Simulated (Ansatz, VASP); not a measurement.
**One calculation of WC, two programs**

The input INCAR:

```
SYSTEM = WC
  ALGO = Normal
  EDIFF = 1E-7
  ENCUT = 520
  GGA = PS
  ISIF = 2
  ISMEAR = -1
  LASPH = .TRUE.
  LCHARG = .FALSE.
  LREAL = .FALSE.
  LWAVE = .FALSE.
  NBANDS = 16
  NELM = 60
  PREC = Accurate
  SIGMA = 0.05
```

The input KPOINTS:

```
k-points
0
G
  14 14 13
  0 0 0
```

Contents of POSCAR:

```
WC
1.0
    2.9386703057      0.0000000000      0.0000000000
   -1.4693351528      2.5449631381      0.0000000000
    0.0000000000      0.0000000000      2.8662279534
W C
1 1
Direct
    0.0000000000      0.0000000000      0.0000000000
    0.6666666667      0.3333333333      0.5000000000
```

Input for Ansatz:

```yaml
crystal:
  lattice:
    - [2.9386703057, 0.0, 0.0]
    - [-1.4693351528, 2.5449631381, 0.0]
    - [0.0, 0.0, 2.8662279534]
  atoms:
    - { symbol: W, position: [0.0, 0.0, 0.0] }
    - { symbol: C, position: [0.6666666667, 0.3333333333, 0.5] }
kpoints:
  mp_grid: { grid: [14, 14, 13] }
  band_path:
    path:
      - [0.0, 0.0, 0.0]
      - [0.5, 0.0, 0.0]
      - [0.3333333333, 0.3333333333, 0.0]
      - [0.0, 0.0, 0.0]
      - [0.0, 0.0, 0.5]
      - [0.5, 0.0, 0.5]
      - [0.3333333333, 0.3333333333, 0.5]
      - [0.0, 0.0, 0.5]
      - [0.5, 0.0, 0.5]
    npoints: 5
scf:
  occupations: { method: fermi_dirac, width: 0.05 }
hamiltonian:
  xc: pbesol
  pseudopotentials: { kind: all_electron, lapw: { basis_error: 0.0005 } }
output:
  forces: true
  stress: true
  eigenvalues: true
```

Change from the starting cell: volume scaled by 1.04.

Alike in both runs: task single point; functional PBEsol; k mesh 14 × 14 × 13; occupations fermi-dirac, width 0.05 eV; no spin polarisation.

|  | VASP | Ansatz |
| --- | --- | --- |
| version | VASP 6.6.1 | Ansatz 0.2.0 |
| potentials or method | VASP PAW PBE potentials, release 64 (W_sv, C), cutoff 520 eV | all-electron LAPW, scalar-relativistic |

Ansatz gave:

- pressure (GPa): -15.3
- traceless stress, the component that is largest in VASP (GPa): -1.43

Problem. Estimate VASP's values.

Solution. Pressure (GPa): -14.3; traceless stress, the component that is largest in VASP (GPa): -1.22.

VASP's potentials were made for PBE, not for PBEsol. Ansatz ran all-electron here, and VASP with PAW potentials.

Spin-orbit coupling is off throughout.
